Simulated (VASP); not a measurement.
A run of VASP 6.6.1 is set up as follows.

The input INCAR:

```
SYSTEM = Os
  ALGO = Normal
  EDIFF = 1E-7
  ENCUT = 520
  ISIF = 2
  ISMEAR = -1
  LASPH = .True.
  LCHARG = .True.
  LELF = .True.
  LREAL = .False.
  LVHAR = .True.
  LWAVE = .False.
  NBANDS = 10
  NELM = 100
  PREC = Accurate
  SIGMA = 0.08
```

File KPOINTS:

```
k-points
0
Gamma
  19 19 19
  0 0 0
```

Contents of POSCAR:

```
Os
1.0
    0.0000000000      1.7939588559      1.7939588559
    1.7939588559      0.0000000000      1.7939588559
    1.7939588559      1.7939588559      0.0000000000
Os
1
Direct
    0.0000000000      0.0000000000      0.0000000000
```

Potentials or basis: VASP PAW LDA potentials, release 64 (Os).

Command:

```sh
$ cat potpaw_LDA.64/Os/POTCAR > POTCAR
$ mpirun -np 1 vasp_std > vasp.out
```

(1) What does it give for the band gap on the k mesh?

(2) Estimate the pressure.

## Answers

(1) zero (band 4 reaches 15.82 eV, above the bottom of band 5 at 10.61 eV).

(2) 120.4 GPa.

Caveat: spin-orbit coupling is left out, which moves the levels of the heavy elements.
